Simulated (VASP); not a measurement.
# NaCl (P4/mmm) in VASP: further runs

The runs below take NaCl through single point, with PBE, r2SCAN.

Program: VASP 6.6.1. These are calculated values, not measurements. Logs are shortened: lines on timing, memory, paths and dates and some standing lists are left out, and cuts for length are marked.

## 1. The cell of the first run

It takes space group P4/mmm (No. 123, tetragonal). The conventional cell has a = 3.288 Å, b = 3.288 Å, c = 3.474 Å, α = 90.00°, β = 90.00°, γ = 90.00°. Na (site symmetry 4/mmm) has 8 Cl at 2.90 Å and 6 Na at 3.29 to 3.47 Å within 3.8 Å. Cl (site symmetry 4/mmm) has 8 Na at 2.90 Å and 6 Cl at 3.29 to 3.47 Å within 3.8 Å.

## 2. Single point, PBE (epitaxial xy strain -5.0%)

Input file INCAR:

```
SYSTEM = NaCl
  ALGO = Normal
  EDIFF = 1E-7
  ENCUT = 520
  GGA = PE
  ISIF = 2
  ISMEAR = -1
  LASPH = .TRUE.
  LCHARG = .TRUE.
  LELF = .TRUE.
  LREAL = .FALSE.
  LVHAR = .TRUE.
  LWAVE = .FALSE.
  NBANDS = 14
  NELM = 60
  PREC = Accurate
  SIGMA = 0.02
```

Input file KPOINTS:

```
k-points
0
G
  8 8 8
  0 0 0
```

Input file POSCAR:

```
NaCl
1.0
    3.2876063633      0.0000000000      0.0000000000
    0.0000000000      3.2876063633      0.0000000000
    0.0000000000      0.0000000000      3.4744274126
Na Cl
1 1
Direct
    0.0000000000      0.0000000000      0.0000000000
    0.5000000000      0.5000000000      0.5000000000
```

Potentials or basis: VASP PAW PBE potentials, release 64 (Na_pv, Cl).

Started as:

```console
> cat potpaw_PBE.64/Na_pv/POTCAR potpaw_PBE.64/Cl/POTCAR > POTCAR
> mpirun -np 1 vasp_std > vasp.out
```

OUTCAR:

```text
SYSTEM = NaCl
   EDIFF = 1E-7
   ENCUT = 520
   GGA = PE
   ISIF = 2
   ISMEAR = -1
   LASPH = .TRUE.
   LREAL = .FALSE.
   NELM = 60
   PREC = Accurate

 ion  position               nearest neighbor table
   1  0.000  0.000  0.000-
   2  0.500  0.500  0.500-

  LATTYP: Found a simple tetragonal cell.
 ALAT       =     3.2876063633
 C/A-ratio  =     1.0568258571

  Lattice vectors:

 A1 = (   3.2876063633,   0.0000000000,   0.0000000000)
 A2 = (   0.0000000000,   3.2876063633,   0.0000000000)
 A3 = (   0.0000000000,   0.0000000000,   3.4744274126)

Analysis of symmetry for initial positions (statically):
=====================================================================
 Subroutine PRICEL returns:
 Original cell was already a primitive cell.

 Routine SETGRP: Setting up the symmetry group for a
 simple tetragonal supercell.

 Subroutine GETGRP returns: Found 16 space group operations
 (whereof 16 operations were pure point group operations)
 out of a pool of 16 trial point group operations.

The static configuration has the point symmetry D_4h.

Analysis of symmetry for dynamics (positions and initial velocities):
=====================================================================
 Subroutine PRICEL returns:
 Original cell was already a primitive cell.

 Routine SETGRP: Setting up the symmetry group for a
 simple tetragonal supercell.

 Subroutine GETGRP returns: Found 16 space group operations
 (whereof 16 operations were pure point group operations)
 out of a pool of 16 trial point group operations.

The dynamic configuration has the point symmetry D_4h.

 Subroutine INISYM returns: Found 16 space group operations
 (whereof 16 operations are pure point group operations),
 and found     1 'primitive' translations

----------------------------------------------------------------------------------------

                                     Primitive cell

  volume of cell :      37.5528

  direct lattice vectors                    reciprocal lattice vectors
     3.287606363  0.000000000  0.000000000     0.304172668  0.000000000  0.000000000
     0.000000000  3.287606363  0.000000000     0.000000000  0.304172668  0.000000000
     0.000000000  0.000000000  3.474427413     0.000000000  0.000000000  0.287817209

  length of vectors
     3.287606363  3.287606363  3.474427413     0.304172668  0.304172668  0.287817209

  position of ions in fractional coordinates (direct lattice)
     0.000000000  0.000000000  0.000000000
     0.500000000  0.500000000  0.500000000

  ion indices of the primitive-cell ions
   primitive index   ion index
                 1           1
[... 85 lines left out ...]
   NUPDOWN=      -1.0000    fix difference up-down
   EMIN   =  10.00;   EMAX   =-10.00  energy-range for DOS
   EFERMI =   0.00;   METHOD = LEGACY
   ISMEAR =    -1;   SIGMA  =   0.02  broadening in eV -4-tet -1-fermi 0-gaus
   EFERMI_NEDOS =   21; number of points for ismear=-14 and -15
   IALGO  =     38    algorithm
   IMIX   =      4    mixing-type and parameters
     AMIX     =   0.40;   BMIX     =  1.00
     AMIX_MAG =   1.60;   BMIX_MAG =  1.00
  volume/ion in A,a.u.               =      18.78       126.71
  Fermi-wavevector in a.u.,A,eV,Ry     =   1.178248  2.226565 18.888524  1.388267
  Thomas-Fermi vector in A             =   2.314580
   LORBIT       =      0    0 simple, 1 ext, 2 COOP (PROOUT), +10 PAW based schemes
   GGA     = PE    functional components
   LHFCALC =     F    Hartree Fock is set to
   AEXX    =    0.0000 exact exchange contribution
   IVDW    =     0    specifies the selected vdW correction
   LEPSILON=     F    determine dielectric tensor
   LRPA    =     F    only Hartree local field effects (RPA)
 non-spin polarized calculation
  energy-cutoff  :      520.00
  volume of cell :       37.55
 maximum number of plane-waves:      1032
   NGX = 13   NGY = 13   NGZ = 13

 number of electron      14.0000005 magnetization

 Free energy of the ion-electron system (eV)
  ---------------------------------------------------
  ext. energy  EPLUGINS =         0.00000000
  ---------------------------------------------------
  free energy    TOTEN  =        -6.37048235 eV

  energy without entropy =       -6.37048235  energy(sigma->0) =       -6.37048235

 E-fermi :   2.1097     XC(G=0):  -9.0283

 val. band max:        1.5962763794   @ k =   0.5000   0.0000   0.5000
 cond. band min:       5.8725680254   @ k =   0.0000   0.0000   0.0000
 fundamental gap:      4.2762916461
 Fermi energy:         2.1096674177

 k-point     1 :       0.0000    0.0000    0.0000
  band No.  band energies     occupation
      1     -20.5540      2.00000
      2     -20.5540      2.00000
      3     -20.5470      2.00000
      4     -12.4488      2.00000
      5       0.4909      2.00000
      6       1.0314      2.00000
      7       1.0314      2.00000
      8       5.8726      0.00000
      9       9.6448      0.00000
     10      10.1160      0.00000
     11      17.5748      0.00000
     12      17.5748      0.00000
     13      17.8416      0.00000
     14      18.4364      0.00000
[... 377 lines left out ...]
      1     -20.6284      2.00000
      2     -20.5563      2.00000
      3     -20.5441      2.00000
      4     -11.7881      2.00000
      5      -1.9458      2.00000
      6       0.5096      2.00000
      7       0.8989      2.00000
      8       9.6217      0.00000
      9       9.8897      0.00000
     10      11.6390      0.00000
     11      12.7170      0.00000
     12      14.7636      0.00000
     13      15.9697      0.00000
     14      17.4909      0.00000

 [... further k-points ...]

------------------------ aborting loop because EDIFF is reached ----------------------------------------

  FORCE on cell =-STRESS in cart. coord.  units (eV):
  Direction    XX          YY          ZZ          XY          YZ          ZX
  --------------------------------------------------------------------------------------
  -------------------------------------------------------------------------------------
  Total        1.5761501      1.5761501      0.3368360      0.0000000     -0.0000000      0.0000000
  in kB       67.2458206     67.2458206     14.3709754      0.0000000     -0.0000000      0.0000000
  external PRESSURE =      49.6208722 kB  Pullay stress =       0.0000000 kB

 VOLUME and BASIS-vectors are now :
 -----------------------------------------------------------------------------
  energy-cutoff  :      520.00
  volume of cell :       37.55
      direct lattice vectors                 reciprocal lattice vectors
     3.287606363  0.000000000  0.000000000     0.304172668  0.000000000  0.000000000
     0.000000000  3.287606363  0.000000000     0.000000000  0.304172668  0.000000000
     0.000000000  0.000000000  3.474427413     0.000000000  0.000000000  0.287817209

 POSITION                                       TOTAL-FORCE (eV/Angst)
 -----------------------------------------------------------------------------------
      0.00000      0.00000      0.00000         0.000000      0.000000      0.000000
      1.64380      1.64380      1.73721         0.000000      0.000000      0.000000
 -----------------------------------------------------------------------------------
    total drift:                               -0.000000      0.000000     -0.000000

  FREE ENERGIE OF THE ION-ELECTRON SYSTEM (eV)
  ---------------------------------------------------
  free  energy   TOTEN  =        -6.3704823547 eV

  energy  without entropy=       -6.3704823547  energy(sigma->0) =       -6.37048235
```

OSZICAR:

```text
N       E                     dE             d eps       ncg     rms          rms(c)
DAV:   1     0.102865775449E+03    0.10287E+03   -0.70797E+03  2106   0.106E+03
DAV:   2     0.107748258369E+01   -0.10179E+03   -0.92511E+02  2362   0.290E+02
DAV:   3    -0.649043903048E+01   -0.75679E+01   -0.75253E+01  2700   0.710E+01
DAV:   4    -0.660348407972E+01   -0.11305E+00   -0.11301E+00  2412   0.926E+00
DAV:   5    -0.660576813496E+01   -0.22841E-02   -0.22840E-02  2782   0.135E+00    0.257E+00
DAV:   6    -0.639983340404E+01    0.20593E+00   -0.25999E-01  2738   0.353E+00    0.182E+00
DAV:   7    -0.637070509491E+01    0.29128E-01   -0.93208E-02  2918   0.197E+00    0.122E+00
DAV:   8    -0.637072074322E+01   -0.15648E-04   -0.10148E-02  2268   0.959E-01    0.484E-01
DAV:   9    -0.637044017692E+01    0.28057E-03   -0.53900E-04  2640   0.184E-01    0.179E-01
DAV:  10    -0.637048507342E+01   -0.44896E-04   -0.17385E-04  2406   0.113E-01    0.289E-02
DAV:  11    -0.637048211743E+01    0.29560E-05   -0.98413E-06  2718   0.309E-02    0.803E-03
DAV:  12    -0.637048216713E+01   -0.49703E-07   -0.11729E-06  2418   0.104E-02    0.200E-03
DAV:  13    -0.637048243210E+01   -0.26496E-06   -0.11989E-07  2520   0.245E-03    0.160E-03
DAV:  14    -0.637048235465E+01    0.77445E-07   -0.62746E-09  1422   0.584E-04
   1 F= -.63704824E+01 E0= -.63704824E+01  d E =-.444391E-13
```

It took 10 s on 1 thread of Intel Xeon 6975P-C (Granite Rapids), shared host; peak memory 0.15 GiB.

Results:

```
Free energy            : -6.3705 eV
Pressure               : 5.0 GPa
Band gap on the k mesh : 4.28 eV, indirect (least direct gap 4.84 eV)
```

Caveat: the cell differs from its parent crystal (epitaxial xy strain -5.0%). A k mesh can miss the band edges.

## 3. Single point, PBE (biaxial xy strain +1.1%)

Input file INCAR:

```
PREC = Accurate
ENCUT = 520
EDIFF = 1E-6
ISMEAR = -1
SIGMA = 0.02
LREAL = F
LASPH = T
NELM = 60
ALGO = Normal
ISIF = 2
LWAVE = F
LCHARG = F
GGA = PE
NBANDS = 14
```

Input file KPOINTS:

```
Automatic mesh
0
Gamma
  8 8 8
```

Input file POSCAR:

```
NaCl
1.0
    3.4993305656      0.0000000000      0.0000000000
    0.0000000000      3.4993305656      0.0000000000
    0.0000000000      0.0000000000      3.4595457890
Na Cl
1 1
Direct
    0.0000000000      0.0000000000      0.0000000000
    0.5000000000      0.5000000000      0.5000000000
```

Potentials or basis: VASP PAW PBE potentials, release 64 (Na_pv, Cl).

Started as:

```console
> cat potpaw_PBE.64/Na_pv/POTCAR potpaw_PBE.64/Cl/POTCAR > POTCAR
> mpirun -np 1 vasp_std > vasp.out
```

It took 20 s on 1 thread of Intel Xeon 6975P-C (Granite Rapids), shared host; peak memory 0.17 GiB.

It converged, with:

```yaml
Free_energy: -6.4667 eV
Pressure: 0.4 GPa
Band_gap_on_the_k_mesh: 3.98 eV, indirect (least direct gap 4.46 eV)
```

Stress tensor (GPa, compression positive):
```
0.14 0.00 0.00
0.00 0.14 0.00
0.00 0.00 1.03
```

Levels at points of the mesh, in eV from the valence-band top:
| k point | band 4 | band 5 | band 6 | band 7 | band 8 | band 9 | band 10 | band 11 |
| --- | --- | --- | --- | --- | --- | --- | --- | --- |
| (0.00, 0.00, 0.00) | -13.47 | -0.58 | -0.58 | -0.48 | 3.98 | 8.47 | 8.57 | 15.71 |
| (0.50, 0.00, 0.00) | -13.11 | -3.05 | -0.35 | -0.25 | 6.93 | 8.59 | 10.47 | 11.75 |
| (0.50, 0.50, 0.00) | -12.84 | -2.36 | -2.36 | 0.00 | 5.45 | 9.94 | 11.09 | 11.09 |
| (0.00, 0.00, 0.50) | -13.08 | -3.05 | -0.33 | -0.33 | 6.89 | 8.66 | 10.46 | 11.78 |
| (0.50, 0.00, 0.50) | -12.82 | -2.37 | -2.33 | -0.07 | 5.52 | 9.83 | 11.01 | 11.12 |
| (0.50, 0.50, 0.50) | -12.54 | -1.96 | -1.92 | -1.92 | 7.07 | 7.08 | 7.08 | 11.72 |

Caveat: the cell differs from its parent crystal (biaxial xy strain +1.1%).

## 4. Single point, r2SCAN (epitaxial xy strain -5.0%)

Input file POSCAR:

```
NaCl
1.0
    3.2876063633      0.0000000000      0.0000000000
    0.0000000000      3.2876063633      0.0000000000
    0.0000000000      0.0000000000      3.4744274126
Na Cl
1 1
Direct
    0.0000000000      0.0000000000      0.0000000000
    0.5000000000      0.5000000000      0.5000000000
```

Input file INCAR.step1:

```
  PREC = Accurate
  ENCUT = 520
  ISMEAR = 0
  SIGMA = 0.01
  LREAL = F
  LASPH = T
  NELM = 60
  NBANDS = 14
  GGA = PE
  ALGO = Normal
  EDIFF = 1E-4
  LWAVE = T
  LCHARG = F
```

Input file INCAR.step2:

```
  PREC = Accurate
  ENCUT = 520
  EDIFF = 1E-6
  ISMEAR = 0
  SIGMA = 0.01
  LREAL = F
  LASPH = T
  NELM = 60
  ALGO = Normal
  ISIF = 2
  LWAVE = F
  LCHARG = F
  METAGGA = R2SCAN
  LMIXTAU = T
  NBANDS = 14
  ISTART = 1
```

Input file KPOINTS:

```
regular mesh
0
Gamma
  8 8 8
```

Started as:

```console
> cat potpaw_PBE.64/Na_pv/POTCAR potpaw_PBE.64/Cl/POTCAR > POTCAR
> cp INCAR.step1 INCAR
> mpirun -np 1 vasp_std > vasp.out
> cp INCAR.step2 INCAR
> mpirun -np 1 vasp_std > vasp.out
```

Run time: 63 s. Hardware: 1 thread of Intel Xeon 6975P-C (Granite Rapids), shared host; peak memory 0.16 GiB.

The run converged. Its results:

| Property | Result |
| --- | --- |
| Free energy | -13.4062 eV |
| Pressure | 3.3 GPa |
| Band gap on the k mesh | 5.14 eV, indirect (least direct gap 5.72 eV) |

Stress tensor (GPa, compression positive):
```
 5.19  0.00  0.00
 0.00  5.19  0.00
 0.00  0.00 -0.46
```

Levels at points of the mesh, in eV from the valence-band top:
```
           k point  band 4  band 5  band 6  band 7  band 8  band 9  band 10  band 11
(0.00, 0.00, 0.00)  -14.65   -1.14   -0.58   -0.58    5.14    8.64     9.13    16.71
(0.50, 0.00, 0.00)  -14.07   -3.77   -0.80   -0.26    7.89   10.43    11.07    12.08
(0.50, 0.50, 0.00)  -13.64   -2.94   -2.94   -0.39    6.20   10.39    12.60    12.60
(0.00, 0.00, 0.50)  -14.23   -3.77   -0.37   -0.37    8.19   10.12    11.07    13.10
(0.50, 0.00, 0.50)  -13.79   -3.11   -2.89    0.00    5.94   10.99    12.54    13.10
(0.50, 0.50, 0.50)  -13.34   -2.58   -2.58   -2.37    7.55    7.60     7.60    13.94
```

Caveat: the cell differs from its parent crystal (epitaxial xy strain -5.0%); the PAW data sets were made with another functional, which shifts forces and pressure a little. A k mesh can miss the band edges.

[end of part 1 of 2]
